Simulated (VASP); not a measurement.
# ZnS (F-43m) in VASP: notebook

ZnS is run at these levels: PBE; tasks: single point.

Program: VASP 6.6.1. These are calculated values, not measurements. Logs are shortened: lines on timing, memory, paths and dates and some standing lists are left out, and cuts for length are marked.

**Measured values to compare with.**

“Electronic, vibrational, and thermodynamic properties of ZnS (zincblende and rocksalt structure)”, 2009, arxiv:0911.5022 quotes, for a bulk crystal of ZnS at 19 K: band gap 3.85 eV (direct).

The results are compared with them further down.

### 1 The cell of the first run

The structure is cubic, space group F-43m (No. 216). The conventional cell has a = 5.550 Å, b = 5.550 Å, c = 5.550 Å, α = 90.00°, β = 90.00°, γ = 90.00°. Zn (site symmetry -43m) has 4 S at 2.40 Å within 3.2 Å. Within 3.2 Å of S (site symmetry -43m) lie 4 Zn at 2.40 Å.

### 2 Single point, PBE (volume changed by +6%)

Input file INCAR:

```
PREC = Accurate
ENCUT = 500
EDIFF = 1E-6
ISMEAR = 0
SIGMA = 0.01
LREAL = F
LASPH = T
NELM = 120
ALGO = Normal
ISIF = 2
LWAVE = F
LCHARG = T
GGA = PE
LELF = T
LVHAR = T
NBANDS = 16
GGA_COMPAT = F
```

Input file KPOINTS:

```
regular mesh
0
Gamma
  6 6 6
```

Input file POSCAR:

```
ZnS
1.0
    0.0000000000      2.7748753366      2.7748753366
    2.7748753366      0.0000000000      2.7748753366
    2.7748753366      2.7748753366      0.0000000000
Zn S
1 1
Direct
    0.2500000000      0.2500000000      0.2500000000
    0.0000000000      0.0000000000      0.0000000000
```

Potentials or basis: VASP PAW PBE potentials, release 64 (Zn, S).

Run with:

```sh
$ cat potpaw_PBE.64/Zn/POTCAR potpaw_PBE.64/S/POTCAR > POTCAR
$ mpirun -np 1 vasp_std > vasp.out
```

OUTCAR:

```text
PREC = Accurate
   ENCUT = 500
   EDIFF = 1E-6
   ISMEAR = 0
   LREAL = F
   LASPH = T
   NELM = 120
   ISIF = 2
   GGA = PE

 ion  position               nearest neighbor table
   1  0.250  0.250  0.250-   2 2.40   2 2.40   2 2.40   2 2.40
   2  0.000  0.000  0.000-   1 2.40   1 2.40   1 2.40   1 2.40

  LATTYP: Found a face centered cubic cell.
 ALAT       =     5.5497506732

  Lattice vectors:

 A1 = (   0.0000000000,   2.7748753366,   2.7748753366)
 A2 = (   2.7748753366,   0.0000000000,   2.7748753366)
 A3 = (   2.7748753366,   2.7748753366,   0.0000000000)

Analysis of symmetry for initial positions (statically):
=====================================================================
 Subroutine PRICEL returns:
 Original cell was already a primitive cell.

 Routine SETGRP: Setting up the symmetry group for a
 face centered cubic supercell.

 Subroutine GETGRP returns: Found 24 space group operations
 (whereof 24 operations were pure point group operations)
 out of a pool of 48 trial point group operations.

The static configuration has the point symmetry T_d .

Analysis of symmetry for dynamics (positions and initial velocities):
=====================================================================
 Subroutine PRICEL returns:
 Original cell was already a primitive cell.

 Routine SETGRP: Setting up the symmetry group for a
 face centered cubic supercell.

 Subroutine GETGRP returns: Found 24 space group operations
 (whereof 24 operations were pure point group operations)
 out of a pool of 48 trial point group operations.

The dynamic configuration has the point symmetry T_d .

 Subroutine INISYM returns: Found 24 space group operations
 (whereof 24 operations are pure point group operations),
 and found     1 'primitive' translations

----------------------------------------------------------------------------------------

                                     Primitive cell

  volume of cell :      42.7327

  direct lattice vectors                    reciprocal lattice vectors
     0.000000000  2.774875337  2.774875337    -0.180188275  0.180188275  0.180188275
     2.774875337  0.000000000  2.774875337     0.180188275 -0.180188275  0.180188275
     2.774875337  2.774875337  0.000000000     0.180188275  0.180188275 -0.180188275

  length of vectors
     3.924266335  3.924266335  3.924266335     0.312095247  0.312095247  0.312095247

  position of ions in fractional coordinates (direct lattice)
     0.250000000  0.250000000  0.250000000
     0.000000000  0.000000000  0.000000000

  ion indices of the primitive-cell ions
   primitive index   ion index
                 1           1
                 2           2

----------------------------------------------------------------------------------------

 KPOINTS: regular mesh

Automatic generation of k-mesh.
 Grid dimensions read from file:
 generate k-points for:    6    6    6

 Generating k-lattice:

  Cartesian coordinates                     Fractional coordinates (reciprocal lattice)
    -0.030031379  0.030031379  0.030031379     0.166666667  0.000000000  0.000000000
     0.030031379 -0.030031379  0.030031379     0.000000000  0.166666667  0.000000000
     0.030031379  0.030031379 -0.030031379     0.000000000  0.000000000  0.166666667

  Length of vectors
     0.052015875  0.052015875  0.052015875

  Shift w.r.t. Gamma in fractional coordinates (k-lattice)
     0.000000000  0.000000000  0.000000000

 Subroutine IBZKPT returns following result:
 ===========================================

 Found     16 irreducible k-points:

 Following reciprocal coordinates:
            Coordinates               Weight
  0.000000  0.000000  0.000000      1.000000
  0.166667  0.000000  0.000000      8.000000
  0.333333  0.000000  0.000000      8.000000
  0.500000  0.000000  0.000000      4.000000
  0.166667  0.166667  0.000000      6.000000
  0.333333  0.166667  0.000000     24.000000
[... 8 lines left out ...]
 -0.333333  0.333333  0.166667     24.000000
 -0.333333  0.500000  0.166667     12.000000
   k-points           NKPTS =     16   k-points in BZ     NKDIM =     16   number of bands    NBANDS=     16
   number of dos      NEDOS =    301   number of ions     NIONS =      2
   total plane-waves  NPLWV =  27000
   dimension x,y,z NGX =    30 NGY =   30 NGZ =   30
   dimension x,y,z NGXF=    60 NGYF=   60 NGZF=   60
   ions per type =               1   1
   NGX,Y,Z   is equivalent  to a cutoff of  12.71, 12.71, 12.71 a.u.
   NGXF,Y,Z  is equivalent  to a cutoff of  25.42, 25.42, 25.42 a.u.
 SYSTEM =  unknown system
   PREC   = accura    normal or accurate (medium, high low for compatibility)
   ISTART =      0    job   : 0-new  1-cont  2-samecut
   ICHARG =      2    charge: 1-file 2-atom 10-const
   ISPIN  =      1    spin polarized calculation?
   LNONCOLLINEAR =      F non collinear calculations
   LSORBIT =      F    spin-orbit coupling
   LASPH  =      T    aspherical Exc in radial PAW
   ENCUT  =  500.0 eV  36.75 Ry    6.06 a.u.   7.15  7.15  7.15*2*pi/ulx,y,z
   NELM   =    120;   NELMIN=  2; NELMDL= -5     # of ELM steps
   EDIFF  = 0.1E-05   stopping-criterion for ELM
   LREAL  =      F    real-space projection
   EDIFFG = 0.1E-04   stopping-criterion for IOM
   NSW    =      0    number of steps for IOM
   IBRION =     -1    ionic relax: 0-MD 1-quasi-New 2-CG
   NFREE  =      0    steps in history (QN), initial steepest desc. (CG)
   ISIF   =      2    stress and relaxation
   ISYM   =      2    0-nonsym 1-usesym 2-fastsym
   POTIM  = 0.5000    time-step for ionic-motion
   TEBEG  =    0.0;   TEEND  =   0.0 temperature during run
   PSTRESS=    0.0 pullay stress
   NELECT =      18.0000    total number of electrons
   NUPDOWN=      -1.0000    fix difference up-down
   EMIN   =  10.00;   EMAX   =-10.00  energy-range for DOS
   EFERMI =   0.00;   METHOD = LEGACY
   ISMEAR =     0;   SIGMA  =   0.01  broadening in eV -4-tet -1-fermi 0-gaus
   EFERMI_NEDOS =   21; number of points for ismear=-14 and -15
   IALGO  =     38    algorithm
   IMIX   =      4    mixing-type and parameters
     AMIX     =   0.40;   BMIX     =  1.00
     AMIX_MAG =   1.60;   BMIX_MAG =  1.00
  volume/ion in A,a.u.               =      21.37       144.19
  Fermi-wavevector in a.u.,A,eV,Ry     =   1.227191  2.319055 20.490346  1.505998
  Thomas-Fermi vector in A             =   2.362164
   LORBIT       =      0    0 simple, 1 ext, 2 COOP (PROOUT), +10 PAW based schemes
   GGA     = PE    functional components
   LHFCALC =     F    Hartree Fock is set to
   AEXX    =    0.0000 exact exchange contribution
   IVDW    =     0    specifies the selected vdW correction
   LEPSILON=     F    determine dielectric tensor
   LRPA    =     F    only Hartree local field effects (RPA)
 non-spin polarized calculation
 Gauss-broadening in eV      SIGMA  =   0.01
  energy-cutoff  :      500.00
  volume of cell :       42.73
 maximum number of plane-waves:      1106
 NGX is ok and might be reduce to    30
   NGX = 15   NGY = 15   NGZ = 15

 number of electron      17.9999986 magnetization

 Free energy of the ion-electron system (eV)
  ---------------------------------------------------
  ext. energy  EPLUGINS =         0.00000000
  ---------------------------------------------------
  free energy    TOTEN  =        -6.82395449 eV

  energy without entropy =       -6.82395449  energy(sigma->0) =       -6.82395449

 E-fermi :   1.5143     XC(G=0):  -9.2584

 val. band max:        1.3999244800   @ k =   0.0000   0.0000   0.0000
 cond. band min:       3.1707286204   @ k =   0.0000   0.0000   0.0000
 fundamental gap:      1.7708041405
 Fermi energy:         1.5143296711

 k-point     1 :       0.0000    0.0000    0.0000
  band No.  band energies     occupation
      1     -11.2169      2.00000
      2      -4.6594      2.00000
      3      -4.6594      2.00000
      4      -4.6594      2.00000
      5      -4.2513      2.00000
      6      -4.2513      2.00000
[... 8 lines left out ...]
     15      13.0613      0.00000
     16      13.0613      0.00000

 k-point     2 :       0.1667    0.0000    0.0000
  band No.  band energies     occupation
      1     -11.0420      2.00000
      2      -4.6420      2.00000
      3      -4.6299      2.00000
      4      -4.6299      2.00000
      5      -4.2526      2.00000
      6      -4.2526      2.00000
[... 8 lines left out ...]
     15      12.3175      0.00000
     16      13.7688      0.00000

 k-point     3 :       0.3333    0.0000    0.0000
  band No.  band energies     occupation
      1     -10.6510      2.00000
      2      -4.5805      2.00000
      3      -4.5805      2.00000
      4      -4.4760      2.00000
      5      -4.2415      2.00000
      6      -4.2415      2.00000
[... 8 lines left out ...]
     15      12.8601      0.00000
     16      13.0346      0.00000

 k-point     4 :       0.5000    0.0000    0.0000
  band No.  band energies     occupation
      1     -10.4290      2.00000
      2      -4.5627      2.00000
      3      -4.5627      2.00000
      4      -4.2268      2.00000
      5      -4.2268      2.00000
      6      -4.0769      2.00000
[... 8 lines left out ...]
     15      14.5912      0.00000
     16      14.5912      0.00000
[... 172 lines left out ...]
 k-point    14 :       0.5000    0.3333    0.1667
  band No.  band energies     occupation
      1     -10.3819      2.00000
      2      -4.5573      2.00000
      3      -4.5061      2.00000
      4      -4.3964      2.00000
      5      -4.2299      2.00000
      6      -4.1783      2.00000
[... 8 lines left out ...]
     15      14.9300      0.00000
     16      15.5748      0.00000

 k-point    15 :      -0.3333    0.3333    0.1667
  band No.  band energies     occupation
      1     -10.2315      2.00000
      2      -4.5344      2.00000
      3      -4.4733      2.00000
      4      -4.2893      2.00000
      5      -4.2544      2.00000
      6      -3.9855      2.00000
[... 8 lines left out ...]
     15      14.7451      0.00000
     16      15.4376      0.00000

 k-point    16 :      -0.3333    0.5000    0.1667
  band No.  band energies     occupation
      1     -10.1621      2.00000
      2      -4.5518      2.00000
      3      -4.4188      2.00000
      4      -4.3383      2.00000
      5      -4.2306      2.00000
      6      -3.9581      2.00000
[... 8 lines left out ...]
     15      15.0198      0.00000
     16      15.8389      0.00000

------------------------ aborting loop because EDIFF is reached ----------------------------------------

  FORCE on cell =-STRESS in cart. coord.  units (eV):
  Direction    XX          YY          ZZ          XY          YZ          ZX
  --------------------------------------------------------------------------------------
  -------------------------------------------------------------------------------------
  Total       -0.9144574     -0.9144574     -0.9144574      0.0000000      0.0000000      0.0000000
  in kB      -34.2857484    -34.2857484    -34.2857484      0.0000000      0.0000000      0.0000000
  external PRESSURE =     -34.2857484 kB  Pullay stress =       0.0000000 kB

 VOLUME and BASIS-vectors are now :
 -----------------------------------------------------------------------------
  energy-cutoff  :      500.00
  volume of cell :       42.73
      direct lattice vectors                 reciprocal lattice vectors
     0.000000000  2.774875337  2.774875337    -0.180188275  0.180188275  0.180188275
     2.774875337  0.000000000  2.774875337     0.180188275 -0.180188275  0.180188275
     2.774875337  2.774875337  0.000000000     0.180188275  0.180188275 -0.180188275

 POSITION                                       TOTAL-FORCE (eV/Angst)
 -----------------------------------------------------------------------------------
      1.38744      1.38744      1.38744        -0.000000     -0.000000     -0.000000
      0.00000      0.00000      0.00000         0.000000      0.000000      0.000000
 -----------------------------------------------------------------------------------
    total drift:                               -0.000000     -0.000000     -0.000000

  FREE ENERGIE OF THE ION-ELECTRON SYSTEM (eV)
  ---------------------------------------------------
  free  energy   TOTEN  =        -6.8239544931 eV

  energy  without entropy=       -6.8239544931  energy(sigma->0) =       -6.82395449
```

Wall time 25 s (1 thread of Intel Xeon 8259CL, shared host); peak memory 0.16 GiB.

Results:

| Item | Value |
| --- | --- |
| Free energy | -6.8240 eV |
| Pressure | -3.4 GPa |
| Band gap on the k mesh | 1.77 eV, direct |

Levels at points of the mesh, in eV from the valence-band top:
```
           k point  band 5  band 6  band 7  band 8  band 9  band 10  band 11  band 12  band 13  band 14
(0.00, 0.00, 0.00)   -5.65   -5.65    0.00    0.00    0.00     1.77     6.43     6.43     6.43    11.42
(0.50, 0.00, 0.00)   -5.63   -5.48   -4.79   -0.76   -0.76     3.14     6.95     6.95     8.56    11.83
(0.50, 0.50, 0.00)   -5.59   -5.46   -4.25   -1.94   -1.94     3.58     4.05    10.44    11.43    11.43
```

Caveat: the cell differs from its parent crystal (volume changed by +6%).

### 3 Single point, PBE

This run uses another cell than the first one, of 19.55 Å³/atom, 0.915 times its volume.

Input file INCAR:

```
PREC = Accurate ; ENCUT = 500
EDIFF = 1E-6 ; ISMEAR = 0
SIGMA = 0.01 ; LREAL = F
LASPH = T ; NELM = 120
ALGO = Normal ; ISIF = 2
LWAVE = F ; LCHARG = F
GGA = PE ; NBANDS = 16
GGA_COMPAT = F
```

Input file KPOINTS:

```
regular mesh
0
Gamma
  8 8 8
```

Input file POSCAR:

```
ZnS
1.0
    0.0000000000      2.6940955587      2.6940955587
    2.6940955587      0.0000000000      2.6940955587
    2.6940955587      2.6940955587      0.0000000000
Zn S
1 1
Direct
    0.2500000000      0.2500000000      0.2500000000
    0.0000000000      0.0000000000      0.0000000000
```

Potentials or basis: VASP PAW PBE potentials, release 64 (Zn, S).

Run with:

```sh
$ cat potpaw_PBE.64/Zn/POTCAR potpaw_PBE.64/S/POTCAR > POTCAR
$ mpirun -np 1 vasp_std > vasp.out
```

It took 27 s on 1 thread of Intel Xeon 8259CL, shared host; peak memory 0.16 GiB.

The run converged. Its results:

- Free energy: -6.8423 eV
- Pressure: 2.4 GPa
- Band gap on the k mesh: 2.15 eV, direct

Levels at points of the mesh, in eV from the valence-band top:
| k point | band 7 | band 8 | band 9 | band 10 | band 11 | band 12 |
| --- | --- | --- | --- | --- | --- | --- |
| (0.00, 0.00, 0.00) | 0.00 | 0.00 | 0.00 | 2.15 | 6.39 | 6.39 |
| (0.50, 0.00, 0.00) | -5.35 | -0.88 | -0.88 | 3.33 | 6.92 | 6.92 |
| (0.50, 0.50, 0.00) | -4.59 | -2.25 | -2.25 | 3.39 | 4.07 | 11.04 |

### 4 How close it comes

Step 3. Against the measured gap of ZnS, 3.85 eV (direct; 19 K; quoted in “Electronic, vibrational, and thermodynamic properties of ZnS (zincblende and rocksalt structure)”, 2009, arxiv:0911.5022), the calculated 2.15 eV is off by -1.70 eV. The value is that of PBE, without temperature or zero-point motion. Semilocal functionals fall short of measured gaps as a rule.
